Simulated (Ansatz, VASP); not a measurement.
# Two plane-wave programs on AlN

The input INCAR:

```
ALGO = Normal
EDIFF = 1E-6
ENCUT = 600
GGA = PE
GGA_COMPAT = False
ISIF = 2
ISMEAR = 0
LASPH = True
LCHARG = False
LREAL = False
LWAVE = False
NBANDS = 11
NELM = 120
PREC = Accurate
SIGMA = 0.05
```

KPOINTS

```
k-points
0
Gamma
  10 10 10
```

POSCAR

```
AlN
1.0
    0.0000000000      2.2015871043      2.2015871043
    2.2015871043      0.0000000000      2.2015871043
    2.2015871043      2.2015871043      0.0000000000
Al N
1 1
Direct
   -0.0235799319      0.0235799319      0.0235799319
    0.7954217777      0.7045782223      0.7045782223
```

Input for Ansatz:

```yaml
crystal:
  lattice:
    - [0.0, 2.2015871043, 2.2015871043]
    - [2.2015871043, 0.0, 2.2015871043]
    - [2.2015871043, 2.2015871043, 0.0]
  atoms:
    - { symbol: Al, position: [-0.0235799319, 0.0235799319, 0.0235799319] }
    - { symbol: "N", position: [0.7954217777, 0.7045782223, 0.7045782223] }
basis:
  ecutwfc: 420
kpoints:
  mp_grid: { grid: [10, 10, 10] }
hamiltonian:
  xc: pbe
scf:
  occupations: { method: gaussian, width: 0.05 }
output:
  forces: true
  stress: true
  eigenvalues: true
```

Change from the starting cell: mode 4 (634.6 1/cm) frozen in, largest displacement -0.200 Å.

Alike in both runs: task single point; functional PBE; k mesh 10 × 10 × 10; occupations gaussian, width 0.05 eV; no spin polarisation.

|  | VASP | Ansatz |
| --- | --- | --- |
| version | VASP 6.6.1 | Ansatz 0.2.0 |
| potentials or method | VASP PAW PBE potentials, release 64 (Al, N), cutoff 600 eV | scalar-relativistic, plane waves, PAW |
| valence electrons in the cell | 8 | 8 |

Ansatz gave:

```
gap on the k mesh at the Fermi level (eV)                     : 2.59
least direct gap on the mesh (eV)                             : 3.13
pressure (GPa)                                                : 10.1
traceless stress, the component that is largest in VASP (GPa) : -20.68
rms of the force components (eV/Å)                            : 2.177
```

**Question.** Estimate VASP's values.

**Answer.** gap on the k mesh at the Fermi level (eV): 2.58; least direct gap on the mesh (eV): 3.14; pressure (GPa): 9.9; traceless stress, the component that is largest in VASP (GPa): -20.84; rms of the force components (eV/Å): 2.187.

Atom by atom the forces differ by 0.010 eV/Å (rms over components).
